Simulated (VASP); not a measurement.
# Cr (P6/mmm) in VASP: notebook, part 3 of 3

VASP 6.6.1.

**5. Single point, r2SCAN (12.98 Å³/atom)**

This run uses another cell than the first one, of 12.98 Å³/atom.

File POSCAR:

```
Cr
1.0
    4.3675530935      0.0000000000      0.0000000000
   -2.1837765467      3.7824119313      0.0000000000
    0.0000000000      0.0000000000      2.3566037629
Cr
3
Direct
    0.0000000000      1.0000000000      0.0000000000
    0.3333333333      0.6666666667      0.5000000000
    0.6666666667      0.3333333333      0.5000000000
```

File INCAR.step1:

```
SYSTEM = Cr
PREC = Accurate ; ENCUT = 520
ISMEAR = -1 ; SIGMA = 0.1
LREAL = .False. ; LASPH = .True.
NELM = 100 ; NBANDS = 25
GGA = PE ; ALGO = Normal
EDIFF = 1E-4 ; LWAVE = .True.
LCHARG = .False.
```

File INCAR.step2:

```
SYSTEM = Cr
PREC = Accurate ; ENCUT = 520
EDIFF = 1E-7 ; ISMEAR = -1
SIGMA = 0.1 ; LREAL = .False.
LASPH = .True. ; NELM = 100
ALGO = Normal ; ISIF = 2
LWAVE = .False. ; LCHARG = .True.
METAGGA = R2SCAN ; LMIXTAU = .True.
LELF = .True. ; LVHAR = .True.
NBANDS = 25 ; ISTART = 1
```

File KPOINTS:

```
regular mesh
0
Gamma
  10 10 15
  0 0 0
```

Potentials or basis: VASP PAW PBE potentials, release 64 (Cr_pv).

Run with:

```
$ cat potpaw_PBE.64/Cr_pv/POTCAR > POTCAR
$ cp INCAR.step1 INCAR
$ mpirun -np 1 vasp_std > vasp.out
$ cp INCAR.step2 INCAR
$ mpirun -np 1 vasp_std > vasp.out
```

OUTCAR:

```text
SYSTEM = Cr
   PREC = Accurate
   ENCUT = 520
   EDIFF = 1E-7
   ISMEAR = -1
   LREAL = .False.
   LASPH = .True.
   NELM = 100
   ISIF = 2
   METAGGA = R2SCAN
   ISTART = 1

 ion  position               nearest neighbor table
   1  0.000  0.000  0.000-   2 2.78   3 2.78   2 2.78   3 2.78   2 2.78   2 2.78   3 2.78   3 2.78
                             3 2.78   3 2.78   2 2.78   2 2.78
   2  0.333  0.667  0.500-   3 2.52   3 2.52   3 2.52   1 2.78   1 2.78   1 2.78   1 2.78   1 2.78
                             1 2.78
   3  0.667  0.333  0.500-   2 2.52   2 2.52   2 2.52   1 2.78   1 2.78   1 2.78   1 2.78   1 2.78
                             1 2.78

  LATTYP: Found a hexagonal cell.
 ALAT       =     4.3675530935
 C/A-ratio  =     0.5395707190

  Lattice vectors:

 A1 = (   4.3675530935,   0.0000000000,   0.0000000000)
 A2 = (  -2.1837765467,   3.7824119313,   0.0000000000)
 A3 = (   0.0000000000,   0.0000000000,   2.3566037629)

Analysis of symmetry for initial positions (statically):
=====================================================================
 Subroutine PRICEL returns:
 Original cell was already a primitive cell.

 Routine SETGRP: Setting up the symmetry group for a
 hexagonal supercell.

 Subroutine GETGRP returns: Found 24 space group operations
 (whereof 24 operations were pure point group operations)
 out of a pool of 24 trial point group operations.

The static configuration has the point symmetry D_6h.

Analysis of symmetry for dynamics (positions and initial velocities):
=====================================================================
 Subroutine PRICEL returns:
 Original cell was already a primitive cell.

 Routine SETGRP: Setting up the symmetry group for a
 hexagonal supercell.

 Subroutine GETGRP returns: Found 24 space group operations
[... 113 lines left out ...]
   POTIM  = 0.5000    time-step for ionic-motion
   TEBEG  =    0.0;   TEEND  =   0.0 temperature during run
   PSTRESS=    0.0 pullay stress
   NELECT =      36.0000    total number of electrons
   NUPDOWN=      -1.0000    fix difference up-down
   EMIN   =  10.00;   EMAX   =-10.00  energy-range for DOS
   EFERMI =   0.00;   METHOD = LEGACY
   ISMEAR =    -1;   SIGMA  =   0.10  broadening in eV -4-tet -1-fermi 0-gaus
   EFERMI_NEDOS =   21; number of points for ismear=-14 and -15
   IALGO  =     38    algorithm
   IMIX   =      4    mixing-type and parameters
     AMIX     =   0.40;   BMIX     =  1.00
     AMIX_MAG =   1.60;   BMIX_MAG =  1.00
  volume/ion in A,a.u.               =      12.98        87.57
  Fermi-wavevector in a.u.,A,eV,Ry     =   1.594940  3.014000 34.610976  2.543835
  Thomas-Fermi vector in A             =   2.692937
   LORBIT       =      0    0 simple, 1 ext, 2 COOP (PROOUT), +10 PAW based schemes
   METAGGA = R2SCAN    functional components
   LHFCALC =     F    Hartree Fock is set to
   AEXX    =    0.0000 exact exchange contribution
   IVDW    =     0    specifies the selected vdW correction
   LEPSILON=     F    determine dielectric tensor
   LRPA    =     F    only Hartree local field effects (RPA)
 non-spin polarized calculation
  energy-cutoff  :      520.00
  volume of cell :       38.93
 maximum number of plane-waves:      1063
   NGX = 17   NGY = 17   NGZ =  9

 number of electron      36.0000023 magnetization

 Free energy of the ion-electron system (eV)
  ---------------------------------------------------
  ext. energy  EPLUGINS =         0.00000000
  ---------------------------------------------------
  free energy    TOTEN  =       -43.00848779 eV

  energy without entropy =      -42.84901862  energy(sigma->0) =      -42.92875320

 E-fermi :   9.3199     XC(G=0): -14.1905

 val. band max:        9.3149478477   @ k =   0.2000   0.1000   0.3333
 cond. band min:       9.3220948369   @ k =   0.1000   0.0000   0.4000
 fundamental gap:      0.0071469892
 Fermi energy:         9.3199253221

 k-point     1 :       0.0000    0.0000    0.0000
  band No.  band energies     occupation
      1     -35.4671      2.00000
      2     -35.4670      2.00000
      3     -35.4518      2.00000
      4     -35.4517      2.00000
      5     -35.0385      2.00000
      6     -35.0384      2.00000
[... 661 lines left out ...]
     24      11.4380      0.00000
     25      11.5148      0.00000

 [... further k-points ...]
[... 5 lines left out ...]
  --------------------------------------------------------------------------------------
  -------------------------------------------------------------------------------------
  Total       -5.3961435     -5.3961435     -5.4389791     -0.0000000     -0.0000000      0.0000000
  in kB     -222.0754195   -222.0754195   -223.8382933     -0.0000000     -0.0000000      0.0000000
  external PRESSURE =    -222.6630441 kB  Pullay stress =       0.0000000 kB

 VOLUME and BASIS-vectors are now :
 -----------------------------------------------------------------------------
  energy-cutoff  :      520.00
  volume of cell :       38.93
      direct lattice vectors                 reciprocal lattice vectors
     4.367553093  0.000000000  0.000000000     0.228961155  0.132190784  0.000000000
    -2.183776547  3.782411931  0.000000000     0.000000000  0.264381569  0.000000000
     0.000000000  0.000000000  2.356603763     0.000000000  0.000000000  0.424339474

 POSITION                                       TOTAL-FORCE (eV/Angst)
 -----------------------------------------------------------------------------------
      0.00000      0.00000      0.00000         0.000000      0.000000      0.000000
     -0.00000      2.52161      1.17830         0.000000     -0.000000     -0.000000
      2.18378      1.26080      1.17830        -0.000000      0.000000      0.000000
 -----------------------------------------------------------------------------------
    total drift:                               -0.000000      0.000000      0.000000

  FREE ENERGIE OF THE ION-ELECTRON SYSTEM (eV)
  ---------------------------------------------------
  free  energy   TOTEN  =       -43.0084877903 eV

  energy  without entropy=      -42.8490186166  energy(sigma->0) =      -42.92875320
```

OUTCAR.step1:

```text
SYSTEM = Cr
   PREC = Accurate
   ENCUT = 520
   ISMEAR = -1
   LREAL = .False.
   LASPH = .True.
   NELM = 100
[... 898 lines left out ...]
      0.00000      0.00000      0.00000        -0.000000      0.000000      0.000000
     -0.00000      2.52161      1.17830        -0.000000      0.000000      0.000000
      2.18378      1.26080      1.17830         0.000000      0.000000     -0.000000
 -----------------------------------------------------------------------------------
    total drift:                               -0.000000      0.000000      0.000000

  FREE ENERGIE OF THE ION-ELECTRON SYSTEM (eV)
  ---------------------------------------------------
  free  energy   TOTEN  =       -27.3955164381 eV

  energy  without entropy=      -27.2250309831  energy(sigma->0) =      -27.31027371
```

It took 2.3 min on 1 thread of Intel Xeon 6975P-C (Granite Rapids), shared host; peak memory 0.21 GiB.

What came out:

```
Free energy            : -43.0085 eV
Pressure               : -22.3 GPa
Band gap on the k mesh : zero (bands 18 and 19 overlap by 0.49 eV)
```

Stress tensor (GPa, compression positive):
```
-22.21   0.00   0.00
  0.00 -22.21   0.00
  0.00   0.00 -22.38
```

Caveat: the cell stands under tension; the PAW data sets were made with another functional, which shifts forces and pressure a little; the run has no spin polarisation, though such a crystal can be magnetic. Spin polarisation is off, so any magnetic state and its effect on volume and gap are missing.

**6. Summary**

| cell | gap on the mesh (eV) | pressure (GPa) |
| --- | --- | --- |
| a = 4.206, b = 4.206, c = 2.269 Å, angles 90.0, 90.0, 120.0°, 3 atoms | none | 1.0 |
| a = 4.261, b = 4.261, c = 2.299 Å, angles 90.0, 90.0, 120.0°, 3 atoms | none | -8.4 |
| a = 4.315, b = 4.315, c = 2.328 Å, angles 90.0, 90.0, 120.0°, 3 atoms | none | -16.1 |
| a = 4.368, b = 4.368, c = 2.357 Å, angles 90.0, 90.0, 120.0°, 3 atoms | none | -22.3 |

Alike in all rows: task single point; level r2SCAN; potentials or basis VASP PAW PBE potentials, release 64 (Cr_pv); no spin polarisation; k mesh 10 × 10 × 15; cutoff (eV) 520; smearing fermi-dirac 0.1 eV.

Caveats: the PAW data sets were made with another functional, which shifts forces and pressure a little; the run has no spin polarisation, though such a crystal can be magnetic; the cell stands under tension (at least some runs).

Total energies depend on the potentials used, so only differences within one code and one set of settings carry meaning.
